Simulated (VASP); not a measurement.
# Ti (P6_3/mmc) in VASP: further runs, part 2 of 2

VASP 6.6.1. The steps go on from the part before.

## (3) Single point, r2SCAN

This run uses another cell than the first one, of 16.07 Å³/atom.

Contents of POSCAR:

```
Ti
1.0
    2.8638720491      0.0000000000      0.0000000000
   -1.4319360246      2.4801859477      0.0000000000
    0.0000000000      0.0000000000      4.5241149182
Ti
2
Direct
    0.3333333333      0.6666666667      0.2500000000
    0.6666666667      0.3333333333      0.7500000000
```

Contents of INCAR.step1:

```
PREC = Accurate
ENCUT = 520
ISMEAR = -1
SIGMA = 0.1
LREAL = False
LASPH = True
NELM = 80
NBANDS = 19
GGA = PE
ALGO = Normal
EDIFF = 1E-4
LWAVE = True
LCHARG = False
```

Contents of INCAR.step2:

```
PREC = Accurate
ENCUT = 520
EDIFF = 1E-6
ISMEAR = -1
SIGMA = 0.1
LREAL = False
LASPH = True
NELM = 80
ALGO = Normal
ISIF = 2
LWAVE = False
LCHARG = True
METAGGA = R2SCAN
LMIXTAU = True
LELF = True
LVHAR = True
NBANDS = 19
ISTART = 1
```

Contents of KPOINTS:

```
Automatic mesh
0
Gamma
  18 18 10
```

Potentials or basis: VASP PAW PBE potentials, release 64 (Ti_sv).

Started as:

```sh
$ cat potpaw_PBE.64/Ti_sv/POTCAR > POTCAR
$ cp INCAR.step1 INCAR
$ mpirun -np 1 vasp_std > vasp.out
$ cp INCAR.step2 INCAR
$ mpirun -np 1 vasp_std > vasp.out
```

OUTCAR:

```text
PREC = Accurate
   ENCUT = 520
   EDIFF = 1E-6
   ISMEAR = -1
   LREAL = False
   LASPH = True
   NELM = 80
   ISIF = 2
   METAGGA = R2SCAN
   ISTART = 1

 ion  position               nearest neighbor table
   1  0.333  0.667  0.250-   2 2.80   2 2.80   2 2.80   2 2.80   2 2.80   2 2.80
   2  0.667  0.333  0.750-   1 2.80   1 2.80   1 2.80   1 2.80   1 2.80   1 2.80

  LATTYP: Found a hexagonal cell.
 ALAT       =     2.8638720491
 C/A-ratio  =     1.5797196385

  Lattice vectors:

 A1 = (   2.8638720491,   0.0000000000,   0.0000000000)
 A2 = (  -1.4319360246,   2.4801859477,   0.0000000000)
 A3 = (   0.0000000000,   0.0000000000,   4.5241149182)

Analysis of symmetry for initial positions (statically):
=====================================================================
 Subroutine PRICEL returns:
 Original cell was already a primitive cell.

 Routine SETGRP: Setting up the symmetry group for a
 hexagonal supercell.

[... 154 lines left out ...]
 maximum number of plane-waves:       884
 NGX is ok and might be reduce to    24
   NGX = 11   NGY = 11   NGZ = 17

 number of electron      24.0000003 magnetization

 Free energy of the ion-electron system (eV)
  ---------------------------------------------------
  ext. energy  EPLUGINS =         0.00000000
  ---------------------------------------------------
  free energy    TOTEN  =       -25.84916351 eV

  energy without entropy =      -25.78975811  energy(sigma->0) =      -25.81946081

 E-fermi :   9.2400     XC(G=0): -12.8014

 val. band max:        9.2344699492   @ k =   0.2222   0.2222   0.5000
 cond. band min:       9.2491537870   @ k =   0.1667   0.0000   0.1000
 fundamental gap:      0.0146838378
 Fermi energy:         9.2399828386

 k-point     1 :       0.0000    0.0000    0.0000
  band No.  band energies     occupation
      1     -49.8352      2.00000
      2     -49.6374      2.00000
      3     -25.5006      2.00000
      4     -24.6577      2.00000
      5     -24.6577      2.00000
      6     -24.5517      2.00000
[... 505 lines left out ...]
      6     -24.8792      2.00000
[... 11 lines left out ...]
     18      13.3671      0.00000
     19      14.1225      0.00000

 [... further k-points ...]
[... 5 lines left out ...]
  --------------------------------------------------------------------------------------
  -------------------------------------------------------------------------------------
  Total        2.0908886      2.0908886      2.0932439     -0.0000000      0.0000000      0.0000000
  in kB      104.2485432    104.2485432    104.3659761     -0.0000000      0.0000000      0.0000000
  external PRESSURE =     104.2876875 kB  Pullay stress =       0.0000000 kB

 VOLUME and BASIS-vectors are now :
 -----------------------------------------------------------------------------
  energy-cutoff  :      520.00
  volume of cell :       32.13
      direct lattice vectors                 reciprocal lattice vectors
     2.863872049  0.000000000  0.000000000     0.349177611  0.201597788  0.000000000
    -1.431936025  2.480185948  0.000000000     0.000000000  0.403195575  0.000000000
     0.000000000  0.000000000  4.524114918     0.000000000  0.000000000  0.221037710

 POSITION                                       TOTAL-FORCE (eV/Angst)
 -----------------------------------------------------------------------------------
     -0.00000      1.65346      1.13103         0.000000      0.000000      0.000000
      1.43194      0.82673      3.39309        -0.000000     -0.000000      0.000000
 -----------------------------------------------------------------------------------
    total drift:                               -0.000000      0.000000     -0.000000

  FREE ENERGIE OF THE ION-ELECTRON SYSTEM (eV)
  ---------------------------------------------------
  free  energy   TOTEN  =       -25.8491635101 eV

  energy  without entropy=      -25.7897581089  energy(sigma->0) =      -25.81946081
```

OUTCAR.step1:

```text
PREC = Accurate
   ENCUT = 520
   ISMEAR = -1
   LREAL = False
   LASPH = True
[... 752 lines left out ...]
     -0.00000      1.65346      1.13103        -0.000000      0.000000      0.000000
      1.43194      0.82673      3.39309         0.000000     -0.000000      0.000000
 -----------------------------------------------------------------------------------
    total drift:                               -0.000000      0.000000     -0.000000

  FREE ENERGIE OF THE ION-ELECTRON SYSTEM (eV)
  ---------------------------------------------------
  free  energy   TOTEN  =       -15.6308956883 eV

  energy  without entropy=      -15.5603941988  energy(sigma->0) =      -15.59564494
```

OSZICAR.step1:

```text
N       E                     dE             d eps       ncg     rms          rms(c)
DAV:   1     0.262806764944E+03    0.26281E+03   -0.13060E+04  8460   0.160E+03
DAV:   2     0.128516029515E+02   -0.24996E+03   -0.24584E+03  8698   0.443E+02
DAV:   3    -0.162073384182E+02   -0.29059E+02   -0.28654E+02 15587   0.124E+02
DAV:   4    -0.173860444464E+02   -0.11787E+01   -0.11766E+01  9739   0.258E+01
DAV:   5    -0.174376437702E+02   -0.51599E-01   -0.51595E-01 12223   0.393E+00    0.128E+01
DAV:   6    -0.156140843015E+02    0.18236E+01   -0.63411E+00  9791   0.262E+01    0.347E+00
DAV:   7    -0.156040028883E+02    0.10081E-01   -0.71124E-01 12761   0.647E+00    0.214E+00
DAV:   8    -0.156392783026E+02   -0.35275E-01   -0.22959E-01  9014   0.543E+00    0.831E-01
DAV:   9    -0.156303717595E+02    0.89065E-02   -0.47714E-02  9384   0.236E+00    0.806E-02
DAV:  10    -0.156308883254E+02   -0.51657E-03   -0.37948E-03 12109   0.376E-01    0.727E-02
DAV:  11    -0.156308956883E+02   -0.73629E-05   -0.99503E-05  6103   0.772E-02
   1 F= -.15630896E+02 E0= -.15595645E+02  d E =-.705015E-01
```

Run time: 3.1 min. Hardware: 1 thread of Intel Xeon 6975P-C (Granite Rapids), shared host; peak memory 0.24 GiB.

Results:

- Free energy: -25.8492 eV
- Pressure: 10.4 GPa
- Band gap on the k mesh: zero (bands 12 and 13 overlap by 1.29 eV)

Levels at points of the mesh, in eV from the Fermi level:
```csv
k point,band 9,band 10,band 11,band 12,band 13,band 14,band 15,band 16
"(0.00, 0.00, 0.00)",-6.76,-3.05,0.86,0.92,0.92,1.08,1.53,1.53
"(0.50, 0.00, 0.00)",-2.60,-2.52,-2.14,-0.74,0.64,0.81,1.42,3.91
"(0.00, 0.00, 0.50)",-4.71,-4.71,0.09,0.09,0.83,0.83,0.83,0.83
"(0.50, 0.00, 0.50)",-2.88,-2.88,-0.95,-0.95,1.50,1.50,2.08,2.08
```

Caveat: the cell stands under pressure; the PAW data sets were made with another functional, which shifts forces and pressure a little.

## (4) Single point, r2SCAN

This run uses another cell than the first one, of 16.40 Å³/atom.

Contents of POSCAR:

```
Ti
1.0
    2.8836749707      0.0000000000      0.0000000000
   -1.4418374853      2.4973357809      0.0000000000
    0.0000000000      0.0000000000      4.5555485252
Ti
2
Direct
    0.3333333333      0.6666666667      0.2500000000
    0.6666666667      0.3333333333      0.7500000000
```

Contents of INCAR.step1:

```
SYSTEM = Ti
PREC = Accurate
ENCUT = 520
ISMEAR = -1
SIGMA = 0.1
LREAL = .FALSE.
LASPH = .TRUE.
NELM = 60
NBANDS = 19
GGA = PE
ALGO = Normal
EDIFF = 1E-4
LWAVE = .TRUE.
LCHARG = .FALSE.
```

Contents of INCAR.step2:

```
SYSTEM = Ti
PREC = Accurate
ENCUT = 520
EDIFF = 1E-6
ISMEAR = -1
SIGMA = 0.1
LREAL = .FALSE.
LASPH = .TRUE.
NELM = 60
ALGO = Normal
ISIF = 2
LWAVE = .FALSE.
LCHARG = .FALSE.
METAGGA = R2SCAN
LMIXTAU = .TRUE.
NBANDS = 19
ISTART = 1
```

Contents of KPOINTS:

```
regular mesh
0
G
  18 18 10
  0 0 0
```

Started as:

```sh
$ cat potpaw_PBE.64/Ti_sv/POTCAR > POTCAR
$ cp INCAR.step1 INCAR
$ mpirun -np 1 vasp_std > vasp.out
$ cp INCAR.step2 INCAR
$ mpirun -np 1 vasp_std > vasp.out
```

Wall time 3.1 min (1 thread of Intel Xeon 6975P-C (Granite Rapids), shared host); peak memory 0.25 GiB.

It converged, with:

- Free energy: -25.8871 eV
- Pressure: 7.4 GPa
- Band gap on the k mesh: zero (bands 12 and 13 overlap by 1.28 eV)

Levels at points of the mesh, in eV from the Fermi level:
```tsv
k point	band 9	band 10	band 11	band 12	band 13	band 14	band 15	band 16
(0.00, 0.00, 0.00)	-6.72	-2.99	0.78	0.91	0.91	1.06	1.50	1.50
(0.50, 0.00, 0.00)	-2.58	-2.45	-2.08	-0.77	0.63	0.78	1.39	3.81
(0.00, 0.00, 0.50)	-4.70	-4.70	0.09	0.09	0.82	0.82	0.82	0.82
(0.50, 0.00, 0.50)	-2.82	-2.82	-0.92	-0.92	1.43	1.43	2.04	2.04
```

Caveat: the cell stands under pressure; the PAW data sets were made with another functional, which shifts forces and pressure a little.

## (5) The runs side by side

```csv
cell,gap on the mesh (eV),pressure (GPa)
"a = 2.834, b = 2.834, c = 4.477 Å, angles 90.0, 90.0, 120.0°, 2 atoms",none,15.5
"a = 2.864, b = 2.864, c = 4.524 Å, angles 90.0, 90.0, 120.0°, 2 atoms",none,10.4
"a = 2.884, b = 2.884, c = 4.556 Å, angles 90.0, 90.0, 120.0°, 2 atoms",none,7.4
```

Alike in all rows: task single point; level r2SCAN; potentials or basis VASP PAW PBE potentials, release 64 (Ti_sv); no spin polarisation; k mesh 18 × 18 × 10; cutoff (eV) 520; smearing fermi-dirac 0.1 eV.

Caveats: the cell stands under pressure; the PAW data sets were made with another functional, which shifts forces and pressure a little.

Absolute energies hang on the potentials; compare differences alone.
